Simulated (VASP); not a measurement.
MoS2: single point with PBEsol

System: MoS2, a slab with vacuum.

```xyz
27
Lattice="3.1431 0.0000 0.0000 -1.5716 12.5993 0.0000 0.0000 0.0000 26.8770" Properties=species:S:1:pos:R:3 pbc="T T T"
Mo    1.5716    6.2016    7.5000
Mo    0.0000   12.4032    8.8575
Mo    0.0000    6.0056   10.2150
Mo    1.5716   12.2072   11.5724
Mo    1.5716    5.8095   12.9299
Mo    0.0000   12.0112   14.2874
Mo    0.0000    5.6135   15.6449
Mo    1.5716   11.8152   17.0023
Mo    1.5716    5.4175   18.3598
S     0.0000    4.5819    8.2928
S     0.0000    7.6901    8.5172
S     1.5716   10.7835    9.6502
S     0.0000    1.2924    9.8747
S     1.5716    4.3859   11.0077
S     1.5716    7.4941   11.2321
S     0.0000   10.5875   12.3652
S     1.5716    1.0964   12.5896
S     0.0000    4.1898   13.7227
S     0.0000    7.2980   13.9471
S     1.5716   10.3915   15.0801
S     0.0000    0.9004   15.3046
S     1.5716    3.9938   16.4376
S     1.5716    7.1020   16.6620
S     0.0000   10.1954   17.7951
S     1.5716    0.7044   18.0195
S     0.0000    3.7978   19.1526
S     0.0000    6.9060   19.3770
```

- Program: VASP 6.6.1
- Task: single point
- Functional: PBEsol
- Potentials or basis: VASP PAW PBE potentials, release 64 (Mo_sv, S)
- Cutoff: 520 eV
- k mesh: 9 × 2 × 1
- Occupations: gaussian, width 0.05 eV
- Spin: no spin polarisation

- Largest force: 1.645 eV/Å
- Band gap on the k mesh: zero (bands 117 and 118 overlap by 0.07 eV)

Forces in eV/Å, atoms in the order of the input:
```
Mo   0.001 -0.099  1.630
Mo   0.000 -0.145  1.639
Mo   0.000 -0.029  0.074
Mo   0.001  0.079 -0.017
Mo  -0.001  0.008 -0.098
Mo   0.000  0.047 -0.234
Mo   0.001  0.006 -0.152
Mo   0.005  0.045  0.043
Mo   0.000  0.040 -0.021
S    0.001  0.446 -0.861
S    0.001 -0.306 -0.907
S    0.000  0.454 -0.848
S    0.002 -0.351 -0.866
S    0.000  0.086  0.025
S    0.000 -0.071  0.005
S   -0.001  0.052  0.052
S    0.000 -0.105  0.033
S    0.001 -0.003  0.052
S    0.000 -0.005  0.063
S    0.002  0.031  0.122
S   -0.004 -0.045  0.074
S    0.003 -0.025  0.093
S   -0.007  0.006  0.115
S    0.003  0.613  0.114
S   -0.013 -0.634  0.019
S    0.000  0.592 -0.034
S    0.006 -0.686 -0.113
```

Levels at points of the mesh, in eV from the Fermi level:
| k point | band 115 | band 116 | band 117 | band 118 | band 119 | band 120 |
| --- | --- | --- | --- | --- | --- | --- |
| (0.00, 0.00, 0.00) | -0.33 | -0.13 | -0.07 | -0.05 | 0.00 | 0.13 |
| (0.00, 0.50, 0.00) | -0.34 | -0.15 | -0.09 | -0.03 | 0.05 | 0.09 |

It took 34 min on 4 MPI ranks on Intel(R) Xeon(R) Platinum 8259CL CPU @ 2.50GHz (Skylake/Cascade Lake), on a shared host, peak memory 1.5 GiB a rank.

Caveat: the PAW data sets were made with another functional, which shifts forces and pressure a little.
